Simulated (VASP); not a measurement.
# Ge3BiN (Pm-3m) in VASP: notebook

Ge3BiN is run at these levels: PBE; tasks: single point, relaxation of cell and atoms.

All numbers are computed with VASP 6.6.1; they aren't measurements. Logs are shortened: lines on timing, memory, paths and dates and some standing lists are left out, and cuts for length are marked.

## Step 1: The cell of the first run

Symmetry: Pm-3m, No. 221, cubic system. Conventional cell: a = 4.592 Å, b = 4.592 Å, c = 4.592 Å, α = 90.00°, β = 90.00°, γ = 90.00°. Within 3.0 Å of Ge (site symmetry 4/mmm) lie 2 N at 2.30 Å. Bi (site symmetry m-3m) has 12 Ge at 3.25 Å and 8 N at 3.98 Å within 4.3 Å. Within 3.0 Å of N (site symmetry m-3m) lie 6 Ge at 2.30 Å.

## Step 2: Single point, PBE

Contents of INCAR:

```
ALGO = Normal ; EDIFF = 1E-6
ENCUT = 520 ; GGA = PE
ISIF = 2 ; ISMEAR = -1
LASPH = True ; LCHARG = False
LREAL = False ; LWAVE = False
NBANDS = 39 ; NELM = 60
PREC = Accurate ; SIGMA = 0.15
```

Contents of KPOINTS:

```
k-points
0
Gamma
  8 8 8
```

Contents of POSCAR:

```
Ge3BiN
1.0
    4.5924989270      0.0000000000      0.0000000000
    0.0000000000      4.5924989270      0.0000000000
    0.0000000000      0.0000000000      4.5924989270
Ge Bi N
3 1 1
Direct
    0.5000000000      0.5000000000      0.0000000000
    0.0000000000      0.5000000000      0.5000000000
    0.5000000000      0.0000000000      0.5000000000
    0.0000000000      0.0000000000      0.0000000000
    0.5000000000      0.5000000000      0.5000000000
```

Potentials or basis: VASP PAW PBE potentials, release 64 (Ge_d, Bi_d, N).

Started as:

```sh
cat potpaw_PBE.64/Ge_d/POTCAR potpaw_PBE.64/Bi_d/POTCAR potpaw_PBE.64/N/POTCAR > POTCAR
mpirun -np 1 vasp_std > vasp.out
```

OUTCAR:

```text
EDIFF = 1E-6
   ENCUT = 520
   GGA = PE
   ISIF = 2
   ISMEAR = -1
   LASPH = True
   LREAL = False
   NELM = 60
   PREC = Accurate

 ion  position               nearest neighbor table
   1  0.500  0.500  0.000-   5 2.30   5 2.30   4 3.25   4 3.25   4 3.25   4 3.25
   2  0.000  0.500  0.500-   5 2.30   5 2.30   4 3.25   4 3.25   4 3.25   4 3.25
   3  0.500  0.000  0.500-   5 2.30   5 2.30   4 3.25   4 3.25   4 3.25   4 3.25
   4  0.000  0.000  0.000-   1 3.25   2 3.25   3 3.25   2 3.25   3 3.25   1 3.25   2 3.25   2 3.25
                             1 3.25   3 3.25   3 3.25   1 3.25
   5  0.500  0.500  0.500-   1 2.30   2 2.30   3 2.30   1 2.30   3 2.30   2 2.30

  LATTYP: Found a simple cubic cell.
 ALAT       =     4.5924989270

  Lattice vectors:

 A1 = (   4.5924989270,   0.0000000000,   0.0000000000)
 A2 = (   0.0000000000,   4.5924989270,   0.0000000000)
 A3 = (   0.0000000000,   0.0000000000,   4.5924989270)

Analysis of symmetry for initial positions (statically):
=====================================================================
 Subroutine PRICEL returns:
 Original cell was already a primitive cell.

 Routine SETGRP: Setting up the symmetry group for a
 simple cubic supercell.

 Subroutine GETGRP returns: Found 48 space group operations
 (whereof 48 operations were pure point group operations)
 out of a pool of 48 trial point group operations.

The static configuration has the point symmetry O_h .

Analysis of symmetry for dynamics (positions and initial velocities):
=====================================================================
 Subroutine PRICEL returns:
 Original cell was already a primitive cell.

 Routine SETGRP: Setting up the symmetry group for a
 simple cubic supercell.

 Subroutine GETGRP returns: Found 48 space group operations
 (whereof 48 operations were pure point group operations)
 out of a pool of 48 trial point group operations.

The dynamic configuration has the point symmetry O_h .

 Subroutine INISYM returns: Found 48 space group operations
 (whereof 48 operations are pure point group operations),
 and found     1 'primitive' translations

----------------------------------------------------------------------------------------

                                     Primitive cell

  volume of cell :      96.8606

  direct lattice vectors                    reciprocal lattice vectors
     4.592498927  0.000000000  0.000000000     0.217746376  0.000000000  0.000000000
     0.000000000  4.592498927  0.000000000     0.000000000  0.217746376  0.000000000
     0.000000000  0.000000000  4.592498927     0.000000000  0.000000000  0.217746376

  length of vectors
     4.592498927  4.592498927  4.592498927     0.217746376  0.217746376  0.217746376

  position of ions in fractional coordinates (direct lattice)
     0.500000000  0.500000000  0.000000000
     0.000000000  0.500000000  0.500000000
     0.500000000  0.000000000  0.500000000
     0.000000000  0.000000000  0.000000000
     0.500000000  0.500000000  0.500000000

  ion indices of the primitive-cell ions
   primitive index   ion index
                 1           1
                 2           2
                 3           3
                 4           4
                 5           5

----------------------------------------------------------------------------------------

 KPOINTS: k-points

Automatic generation of k-mesh.
 Grid dimensions read from file:
 generate k-points for:    8    8    8

 Generating k-lattice:

  Cartesian coordinates                     Fractional coordinates (reciprocal lattice)
     0.027218297  0.000000000  0.000000000     0.125000000  0.000000000  0.000000000
     0.000000000  0.027218297  0.000000000     0.000000000  0.125000000  0.000000000
     0.000000000  0.000000000  0.027218297     0.000000000  0.000000000  0.125000000

  Length of vectors
     0.027218297  0.027218297  0.027218297

  Shift w.r.t. Gamma in fractional coordinates (k-lattice)
     0.000000000  0.000000000  0.000000000

 Subroutine IBZKPT returns following result:
 ===========================================

 Found     35 irreducible k-points:

 Following reciprocal coordinates:
            Coordinates               Weight
  0.000000  0.000000  0.000000      1.000000
  0.125000  0.000000  0.000000      6.000000
  0.250000  0.000000  0.000000      6.000000
  0.375000  0.000000  0.000000      6.000000
  0.500000  0.000000  0.000000      3.000000
  0.125000  0.125000  0.000000     12.000000
[... 16 lines left out ...]
  0.375000  0.375000  0.125000     24.000000
  0.500000  0.375000  0.125000     24.000000
 [... further k-points ...]
   k-points           NKPTS =     35   k-points in BZ     NKDIM =     35   number of bands    NBANDS=     39
   number of dos      NEDOS =    301   number of ions     NIONS =      5
   total plane-waves  NPLWV =  46656
   dimension x,y,z NGX =    36 NGY =   36 NGZ =   36
   dimension x,y,z NGXF=    72 NGYF=   72 NGZF=   72
   ions per type =               3   1   1
   NGX,Y,Z   is equivalent  to a cutoff of  13.03, 13.03, 13.03 a.u.
   NGXF,Y,Z  is equivalent  to a cutoff of  26.06, 26.06, 26.06 a.u.
 SYSTEM =  unknown system
   PREC   = accura    normal or accurate (medium, high low for compatibility)
   ISTART =      0    job   : 0-new  1-cont  2-samecut
   ICHARG =      2    charge: 1-file 2-atom 10-const
   ISPIN  =      1    spin polarized calculation?
   LNONCOLLINEAR =      F non collinear calculations
   LSORBIT =      F    spin-orbit coupling
   LASPH  =      T    aspherical Exc in radial PAW
   ENCUT  =  520.0 eV  38.22 Ry    6.18 a.u.   8.54  8.54  8.54*2*pi/ulx,y,z
   NELM   =     60;   NELMIN=  2; NELMDL= -5     # of ELM steps
   EDIFF  = 0.1E-05   stopping-criterion for ELM
   LREAL  =      F    real-space projection
   EDIFFG = 0.1E-04   stopping-criterion for IOM
   NSW    =      0    number of steps for IOM
   IBRION =     -1    ionic relax: 0-MD 1-quasi-New 2-CG
   NFREE  =      0    steps in history (QN), initial steepest desc. (CG)
   ISIF   =      2    stress and relaxation
   ISYM   =      2    0-nonsym 1-usesym 2-fastsym
   POTIM  = 0.5000    time-step for ionic-motion
   TEBEG  =    0.0;   TEEND  =   0.0 temperature during run
   PSTRESS=    0.0 pullay stress
   NELECT =      62.0000    total number of electrons
   NUPDOWN=      -1.0000    fix difference up-down
   EMIN   =  10.00;   EMAX   =-10.00  energy-range for DOS
   EFERMI =   0.00;   METHOD = LEGACY
   ISMEAR =    -1;   SIGMA  =   0.15  broadening in eV -4-tet -1-fermi 0-gaus
   EFERMI_NEDOS =   21; number of points for ismear=-14 and -15
   IALGO  =     38    algorithm
   IMIX   =      4    mixing-type and parameters
     AMIX     =   0.40;   BMIX     =  1.00
     AMIX_MAG =   1.60;   BMIX_MAG =  1.00
  volume/ion in A,a.u.               =      19.37       130.73
  Fermi-wavevector in a.u.,A,eV,Ry     =   1.410879  2.666174 27.083466  1.990579
  Thomas-Fermi vector in A             =   2.532787
   LORBIT       =      0    0 simple, 1 ext, 2 COOP (PROOUT), +10 PAW based schemes
   GGA     = PE    functional components
   LHFCALC =     F    Hartree Fock is set to
   AEXX    =    0.0000 exact exchange contribution
   IVDW    =     0    specifies the selected vdW correction
   LEPSILON=     F    determine dielectric tensor
   LRPA    =     F    only Hartree local field effects (RPA)
 non-spin polarized calculation
  energy-cutoff  :      520.00
  volume of cell :       96.86
 maximum number of plane-waves:      2625
 NGX is ok and might be reduce to    36
   NGX = 17   NGY = 17   NGZ = 17

 number of electron      61.9999980 magnetization

 Free energy of the ion-electron system (eV)
  ---------------------------------------------------
  ext. energy  EPLUGINS =         0.00000000
  ---------------------------------------------------
  free energy    TOTEN  =       -22.98573695 eV

  energy without entropy =      -22.82357036  energy(sigma->0) =      -22.90465365

 E-fermi :   6.7833     XC(G=0): -10.9301

 val. band max:        6.7252567474   @ k =   0.5000   0.3750   0.2500
 cond. band min:       6.7862857196   @ k =   0.5000   0.5000   0.2500
 fundamental gap:      0.0610289722
 Fermi energy:         6.7832569543

 k-point     1 :       0.0000    0.0000    0.0000
  band No.  band energies     occupation
      1     -17.9889      2.00000
      2     -17.9709      2.00000
      3     -17.9709      2.00000
      4     -17.9709      2.00000
      5     -17.9660      2.00000
      6     -17.9660      2.00000
[... 31 lines left out ...]
     38      12.2229      0.00000
     39      12.2229      0.00000

 k-point     2 :       0.1250    0.0000    0.0000
  band No.  band energies     occupation
      1     -17.9859      2.00000
      2     -17.9701      2.00000
      3     -17.9689      2.00000
      4     -17.9689      2.00000
      5     -17.9657      2.00000
      6     -17.9647      2.00000
[... 31 lines left out ...]
     38      12.5822      0.00000
     39      12.8345      0.00000

 k-point     3 :       0.2500    0.0000    0.0000
  band No.  band energies     occupation
      1     -17.9779      2.00000
      2     -17.9681      2.00000
      3     -17.9651      2.00000
      4     -17.9640      2.00000
      5     -17.9640      2.00000
      6     -17.9610      2.00000
[... 31 lines left out ...]
     38      12.8917      0.00000
     39      13.1231      0.00000

 k-point     4 :       0.3750    0.0000    0.0000
  band No.  band energies     occupation
      1     -17.9681      2.00000
      2     -17.9651      2.00000
      3     -17.9641      2.00000
      4     -17.9592      2.00000
      5     -17.9592      2.00000
      6     -17.9563      2.00000
[... 31 lines left out ...]
     38      11.0859      0.00000
     39      13.5437      0.00000
[... 754 lines left out ...]
     38      11.6734      0.00000
     39      12.5752      0.00000

 k-point    23 :       0.3750    0.3750    0.1250
  band No.  band energies     occupation
      1     -17.9659      2.00000
      2     -17.9624      2.00000
      3     -17.9613      2.00000
      4     -17.9550      2.00000
      5     -17.9538      2.00000
      6     -17.9506      2.00000
[... 31 lines left out ...]
     38      11.7963      0.00000
     39      12.7578      0.00000

 k-point    24 :       0.5000    0.3750    0.1250
  band No.  band energies     occupation
      1     -17.9660      2.00000
      2     -17.9620      2.00000
      3     -17.9606      2.00000
      4     -17.9551      2.00000
      5     -17.9528      2.00000
      6     -17.9498      2.00000
[... 31 lines left out ...]
     38      11.9653      0.00000
     39      12.3060      0.00000

 [... further k-points ...]

------------------------ aborting loop because EDIFF is reached ----------------------------------------

  FORCE on cell =-STRESS in cart. coord.  units (eV):
  Direction    XX          YY          ZZ          XY          YZ          ZX
  --------------------------------------------------------------------------------------
  -------------------------------------------------------------------------------------
  Total        0.0111863      0.0111863      0.0111863      0.0000000      0.0000000      0.0000000
  in kB        0.1850329      0.1850329      0.1850329      0.0000000      0.0000000      0.0000000
  external PRESSURE =       0.1850329 kB  Pullay stress =       0.0000000 kB

 VOLUME and BASIS-vectors are now :
 -----------------------------------------------------------------------------
  energy-cutoff  :      520.00
  volume of cell :       96.86
      direct lattice vectors                 reciprocal lattice vectors
     4.592498927  0.000000000  0.000000000     0.217746376  0.000000000  0.000000000
     0.000000000  4.592498927  0.000000000     0.000000000  0.217746376  0.000000000
     0.000000000  0.000000000  4.592498927     0.000000000  0.000000000  0.217746376

 POSITION                                       TOTAL-FORCE (eV/Angst)
 -----------------------------------------------------------------------------------
      2.29625      2.29625      0.00000         0.000000      0.000000      0.000000
      0.00000      2.29625      2.29625         0.000000      0.000000      0.000000
      2.29625      0.00000      2.29625         0.000000      0.000000      0.000000
      0.00000      0.00000      0.00000         0.000000      0.000000      0.000000
      2.29625      2.29625      2.29625         0.000000      0.000000      0.000000
 -----------------------------------------------------------------------------------
    total drift:                                0.000000      0.000000      0.000000

  FREE ENERGIE OF THE ION-ELECTRON SYSTEM (eV)
  ---------------------------------------------------
  free  energy   TOTEN  =       -22.9857369454 eV

  energy  without entropy=      -22.8235703557  energy(sigma->0) =      -22.90465365
```

It took 88 s on 1 thread of Intel Xeon 6975P-C (Granite Rapids), shared host; peak memory 0.27 GiB.

What came out:

- Free energy: -22.9857 eV
- Pressure: 0.0 GPa
- Band gap on the k mesh: zero (bands 31 and 32 overlap by 0.43 eV)

Caveat: spin-orbit coupling is left out, which moves the levels of the heavy elements.

## Step 3: Relaxation of cell and atoms, PBE

Contents of INCAR:

```
PREC     = Accurate       # precision mode
ENCUT    = 600            # plane-wave cutoff, eV
EDIFF    = 1E-6           # SCF threshold, eV
ISMEAR   = -1             # smearing method
SIGMA    = 0.15           # smearing width, eV
LREAL    = F              # projectors in reciprocal space
LASPH    = T              # aspherical terms in the spheres
NELM     = 100            # most SCF steps
ALGO     = Normal         # electronic algorithm
ISIF     = 3              # what is computed and relaxed
LWAVE    = F              # write WAVECAR
LCHARG   = F              # write CHGCAR
GGA      = PE             # functional
IBRION   = 2              # ionic algorithm
NSW      = 80             # ionic steps
EDIFFG   = -0.001         # ionic threshold
```

Contents of KPOINTS:

```
Automatic mesh
0
Gamma
  8 8 8
```

POSCAR: that of step 2 with these lines changed.

```diff
@@ -2,5 +2,5 @@
 1.0
-    4.5924989270      0.0000000000      0.0000000000
-    0.0000000000      4.5924989270      0.0000000000
-    0.0000000000      0.0000000000      4.5924989270
+    4.5903384300      0.0000000000      0.0000000000
+    0.0000000000      4.5903384300      0.0000000000
+    0.0000000000      0.0000000000      4.5903384300
 Ge Bi N
```

Potentials or basis: VASP PAW PBE potentials, release 64 (Ge_d, Bi_d, N).

Started as:

```sh
cat potpaw_PBE.64/Ge_d/POTCAR potpaw_PBE.64/Bi_d/POTCAR potpaw_PBE.64/N/POTCAR > POTCAR
mpirun -np 1 vasp_std > vasp.out
```

It took 4.6 min on 1 thread of Intel Xeon 6975P-C (Granite Rapids), shared host; peak memory 0.32 GiB.

Results (log left out):

* Free energy: -22.9875 eV
* Relaxed volume: 19.38 Å³/atom
* Relaxed cell: a = 4.593 Å, b = 4.593 Å, c = 4.593 Å, α = 90.00°, β = 90.00°, γ = 90.00°
* Space group after relaxing (to 0.1 Å): Pm-3m (No. 221)
* Energy gained by relaxing: 0.0 meV/atom
* Ionic steps: 7
* Pressure after relaxing: 0.0 GPa
* Band gap on the k mesh: zero (bands 31 and 32 overlap by 0.43 eV)

Final structure:
```cif
data_structure
_symmetry_space_group_name_H-M 'P 1'
_symmetry_Int_Tables_number 1
_cell_length_a 4.5932
_cell_length_b 4.5932
_cell_length_c 4.5932
_cell_angle_alpha 90.000
_cell_angle_beta 90.000
_cell_angle_gamma 90.000
_cell_volume 96.90
loop_
_atom_site_label
_atom_site_type_symbol
_atom_site_fract_x
_atom_site_fract_y
_atom_site_fract_z
_atom_site_occupancy
Ge1 Ge 0.50000 0.50000 0.00000 1
Ge2 Ge 0.00000 0.50000 0.50000 1
Ge3 Ge 0.50000 0.00000 0.50000 1
Bi1 Bi 0.00000 0.00000 0.00000 1
N1 N 0.50000 0.50000 0.50000 1
```

Levels at points of the mesh, in eV from the Fermi level:
| k point | band 29 | band 30 | band 31 | band 32 | band 33 | band 34 |
| --- | --- | --- | --- | --- | --- | --- |
| (0.00, 0.00, 0.00) | -1.40 | -1.40 | -1.40 | 1.63 | 1.63 | 1.63 |
| (0.50, 0.00, 0.00) | -2.29 | -0.30 | 0.04 | 1.21 | 1.21 | 1.42 |
| (0.50, 0.50, 0.00) | -1.53 | -0.55 | -0.15 | -0.15 | 0.24 | 0.24 |
| (0.50, 0.50, 0.50) | 0.11 | 0.11 | 0.11 | 1.47 | 4.54 | 4.54 |

Caveat: spin-orbit coupling is left out, which moves the levels of the heavy elements.
